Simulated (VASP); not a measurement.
# Ba in VASP: single point with PBEsol

Aim: the single point of Ba with PBEsol.

All numbers are computed with VASP 6.6.1; they aren't measurements. Logs are shortened: lines on timing, memory, paths and dates and some standing lists are left out, and cuts for length are marked.

## Step 1: The cell of the first run

The cell holds a single atom in a box, 1 atom: a = 14.000 Å, b = 14.400 Å, c = 14.800 Å, α = 90.00°, β = 90.00°, γ = 90.00°.

## Step 2: Single point, PBEsol, collinear spin, zero start

INCAR reads:

```
ALGO = Normal
EDIFF = 1E-6
ENCUT = 520
GGA = PS
ISIF = 2
ISMEAR = -1
ISPIN = 2
ISYM = 0
LASPH = True
LCHARG = False
LORBIT = 11
LREAL = False
LWAVE = False
MAGMOM = 0.01
NBANDS = 15
NELM = 150
PREC = Accurate
SIGMA = 0.01
```

KPOINTS reads:

```
k-points
0
Gamma
  1 1 1
```

POSCAR reads:

```
Ba
1.0
   14.0000000000      0.0000000000      0.0000000000
    0.0000000000     14.4000000000      0.0000000000
    0.0000000000      0.0000000000     14.8000000000
Ba
1
Direct
    0.5000000000      0.5000000000      0.5000000000
```

Potentials or basis: VASP PAW PBE potentials, release 64 (Ba_sv).

The run is started by

```bash
cat potpaw_PBE.64/Ba_sv/POTCAR > POTCAR
mpirun -np 1 vasp_gam > vasp.out
```

OUTCAR:

```text
EDIFF = 1E-6
   ENCUT = 520
   GGA = PS
   ISIF = 2
   ISMEAR = -1
   ISPIN = 2
   ISYM = 0
   LASPH = True
   LORBIT = 11
   LREAL = False
   NELM = 150
   PREC = Accurate

 ion  position               nearest neighbor table
   1  0.500  0.500  0.500-

IMPORTANT INFORMATION: All symmetrisations will be switched off!
NOSYMM: (Re-)initialisation of all symmetry stuff for point group C_1.

----------------------------------------------------------------------------------------

                                     Primitive cell

  volume of cell :    2983.6800

  direct lattice vectors                    reciprocal lattice vectors
    14.000000000  0.000000000  0.000000000     0.071428571  0.000000000  0.000000000
     0.000000000 14.400000000  0.000000000     0.000000000  0.069444444  0.000000000
     0.000000000  0.000000000 14.800000000     0.000000000  0.000000000  0.067567568

  length of vectors
    14.000000000 14.400000000 14.800000000     0.071428571  0.069444444  0.067567568

  position of ions in fractional coordinates (direct lattice)
     0.500000000  0.500000000  0.500000000

  ion indices of the primitive-cell ions
   primitive index   ion index
                 1           1

----------------------------------------------------------------------------------------

 KPOINTS: k-points

Automatic generation of k-mesh.
 Grid dimensions read from file:
 generate k-points for:    1    1    1

 Generating k-lattice:

  Cartesian coordinates                     Fractional coordinates (reciprocal lattice)
     0.071428571  0.000000000  0.000000000     1.000000000  0.000000000  0.000000000
     0.000000000  0.069444444  0.000000000     0.000000000  1.000000000  0.000000000
     0.000000000  0.000000000  0.067567568     0.000000000  0.000000000  1.000000000

  Length of vectors
     0.071428571  0.069444444  0.067567568

  Shift w.r.t. Gamma in fractional coordinates (k-lattice)
     0.000000000  0.000000000  0.000000000

 Subroutine IBZKPT returns following result:
 ===========================================

 Found      1 irreducible k-points:

 Following reciprocal coordinates:
            Coordinates               Weight
  0.000000  0.000000  0.000000      1.000000
   k-points           NKPTS =      1   k-points in BZ     NKDIM =      1   number of bands    NBANDS=     15
   number of dos      NEDOS =    301   number of ions     NIONS =      1
   total plane-waves  NPLWV = ******
   dimension x,y,z NGX =   108 NGY =  108 NGZ =  112
   dimension x,y,z NGXF=   216 NGYF=  216 NGZF=  224
   ions per type =               1
   NGX,Y,Z   is equivalent  to a cutoff of  12.82, 12.47, 12.58 a.u.
   NGXF,Y,Z  is equivalent  to a cutoff of  25.65, 24.94, 25.16 a.u.
 SYSTEM =  unknown system
   PREC   = accura    normal or accurate (medium, high low for compatibility)
   ISTART =      0    job   : 0-new  1-cont  2-samecut
   ICHARG =      2    charge: 1-file 2-atom 10-const
   ISPIN  =      2    spin polarized calculation?
   LNONCOLLINEAR =      F non collinear calculations
   LSORBIT =      F    spin-orbit coupling
   LASPH  =      T    aspherical Exc in radial PAW
   ENCUT  =  520.0 eV  38.22 Ry    6.18 a.u.  26.03 26.77 27.52*2*pi/ulx,y,z
   NELM   =    150;   NELMIN=  2; NELMDL= -5     # of ELM steps
   EDIFF  = 0.1E-05   stopping-criterion for ELM
   LREAL  =      F    real-space projection
   EDIFFG = 0.1E-04   stopping-criterion for IOM
   NSW    =      0    number of steps for IOM
   IBRION =     -1    ionic relax: 0-MD 1-quasi-New 2-CG
   NFREE  =      0    steps in history (QN), initial steepest desc. (CG)
   ISIF   =      2    stress and relaxation
   ISYM   =      0    0-nonsym 1-usesym 2-fastsym
   POTIM  = 0.5000    time-step for ionic-motion
   TEBEG  =    0.0;   TEEND  =   0.0 temperature during run
   PSTRESS=    0.0 pullay stress
   NELECT =      10.0000    total number of electrons
   NUPDOWN=      -1.0000    fix difference up-down
   EMIN   =  10.00;   EMAX   =-10.00  energy-range for DOS
   EFERMI =   0.00;   METHOD = LEGACY
   ISMEAR =    -1;   SIGMA  =   0.01  broadening in eV -4-tet -1-fermi 0-gaus
   EFERMI_NEDOS =   21; number of points for ismear=-14 and -15
   IALGO  =     38    algorithm
   IMIX   =      4    mixing-type and parameters
     AMIX     =   0.40;   BMIX     =  1.00
     AMIX_MAG =   1.60;   BMIX_MAG =  1.00
  volume/ion in A,a.u.               =    2983.68     20134.87
  Fermi-wavevector in a.u.,A,eV,Ry     =   0.244995  0.462974  0.816657  0.060023
  Thomas-Fermi vector in A             =   1.055438
   LORBIT       =     11    0 simple, 1 ext, 2 COOP (PROOUT), +10 PAW based schemes
   GGA     = PS    functional components
   LHFCALC =     F    Hartree Fock is set to
   AEXX    =    0.0000 exact exchange contribution
   IVDW    =     0    specifies the selected vdW correction
   LEPSILON=     F    determine dielectric tensor
   LRPA    =     F    only Hartree local field effects (RPA)
 spin polarized calculation
  energy-cutoff  :      520.00
  volume of cell :     2983.68
 maximum number of plane-waves:     40220
 NGX is ok and might be reduce to   108
   NGX = 53   NGY = 53   NGZ = 55

 number of electron      10.0000000 magnetization       0.0100000

 number of electron       9.9999999 magnetization      -0.0000739

 number of electron       9.9999999 magnetization       0.0000208

 Free energy of the ion-electron system (eV)
  ---------------------------------------------------
  ext. energy  EPLUGINS =         0.00000000
  ---------------------------------------------------
  free energy    TOTEN  =        -0.03599510 eV

  energy without entropy =       -0.03599510  energy(sigma->0) =       -0.03599510

 E-fermi :  -2.7702     XC(G=0):  -0.7164

 val. band max:       -3.1053985617   @ k =   0.0000   0.0000   0.0000
 cond. band min:      -1.8931293040   @ k =   0.0000   0.0000   0.0000
 fundamental gap:      1.2122692577
 Fermi energy:        -2.7702412249

 spin component 1

 k-point     1 :       0.0000    0.0000    0.0000
  band No.  band energies     occupation
      1     -33.5495      1.00000
      2     -18.5972      1.00000
      3     -18.5972      1.00000
      4     -18.5971      1.00000
      5      -3.1054      1.00000
      6      -1.8931      0.00000
      7      -1.8929      0.00000
      8      -1.8917      0.00000
      9      -1.8916      0.00000
     10      -1.8915      0.00000
     11      -1.0805      0.00000
     12      -1.0773      0.00000
     13      -1.0731      0.00000
     14      -0.1513      0.00000
     15       0.3772      0.00000
 Fermi energy:        -2.7702412249

 spin component 2

 k-point     1 :       0.0000    0.0000    0.0000
  band No.  band energies     occupation
      1     -33.5495      1.00000
      2     -18.5972      1.00000
      3     -18.5972      1.00000
      4     -18.5972      1.00000
      5      -3.1054      1.00000
      6      -1.8931      0.00000
      7      -1.8928      0.00000
      8      -1.8917      0.00000
      9      -1.8916      0.00000
     10      -1.8915      0.00000
     11      -1.0805      0.00000
     12      -1.0773      0.00000
     13      -1.0731      0.00000
     14      -0.1548      0.00000
     15       0.3769      0.00000

------------------------ aborting loop because EDIFF is reached ----------------------------------------

  FORCE on cell =-STRESS in cart. coord.  units (eV):
  Direction    XX          YY          ZZ          XY          YZ          ZX
  --------------------------------------------------------------------------------------
  -------------------------------------------------------------------------------------
  Total       -0.0103484     -0.0077921     -0.0053180     -0.0000186      0.0000184      0.0000092
  in kB       -0.0055569     -0.0041842     -0.0028557     -0.0000100      0.0000099      0.0000049
  external PRESSURE =      -0.0041989 kB  Pullay stress =       0.0000000 kB

 VOLUME and BASIS-vectors are now :
 -----------------------------------------------------------------------------
  energy-cutoff  :      520.00
  volume of cell :     2983.68
      direct lattice vectors                 reciprocal lattice vectors
    14.000000000  0.000000000  0.000000000     0.071428571  0.000000000  0.000000000
     0.000000000 14.400000000  0.000000000     0.000000000  0.069444444  0.000000000
     0.000000000  0.000000000 14.800000000     0.000000000  0.000000000  0.067567568

 POSITION                                       TOTAL-FORCE (eV/Angst)
 -----------------------------------------------------------------------------------
      7.00000      7.20000      7.40000         0.000010      0.000012     -0.000001
 -----------------------------------------------------------------------------------
    total drift:                                0.000010      0.000012     -0.000001

  FREE ENERGIE OF THE ION-ELECTRON SYSTEM (eV)
  ---------------------------------------------------
  free  energy   TOTEN  =        -0.0359950978 eV

  energy  without entropy=       -0.0359950978  energy(sigma->0) =       -0.03599510

 total charge

# of ion       s       p       d       tot
------------------------------------------
    1        2.170   5.555   0.000   7.725

 magnetization (x)

# of ion       s       p       d       tot
------------------------------------------
    1        0.000  -0.000  -0.000  -0.000
```

Run time: 11 min. Hardware: 1 thread of Intel Xeon 8259CL, shared host; peak memory 2.7 GiB.

Results:

```
Free energy                                           : -0.0360 eV
Pressure                                              : 0.0 GPa
Band gap on the k mesh                                : 1.21 eV
Net moment                                            : 0.00 μB per cell
Valence electrons inside the program's atomic spheres : Ba 7.72
```

Levels at points of the mesh, in eV from the valence-band top:
Spin up:
| k point | band 1 | band 2 | band 3 | band 4 | band 5 | band 6 | band 7 | band 8 | band 9 | band 10 |
| --- | --- | --- | --- | --- | --- | --- | --- | --- | --- | --- |
| (0.00, 0.00, 0.00) | -30.44 | -15.49 | -15.49 | -15.49 | 0.00 | 1.21 | 1.21 | 1.21 | 1.21 | 1.21 |
Spin down:
| k point | band 1 | band 2 | band 3 | band 4 | band 5 | band 6 | band 7 | band 8 | band 9 | band 10 |
| --- | --- | --- | --- | --- | --- | --- | --- | --- | --- | --- |
| (0.00, 0.00, 0.00) | -30.44 | -15.49 | -15.49 | -15.49 | 0.00 | 1.21 | 1.21 | 1.21 | 1.21 | 1.21 |

Caveat: the PAW data sets were made with another functional, which shifts forces and pressure a little; spin-orbit coupling is left out, which moves the levels of the heavy elements.
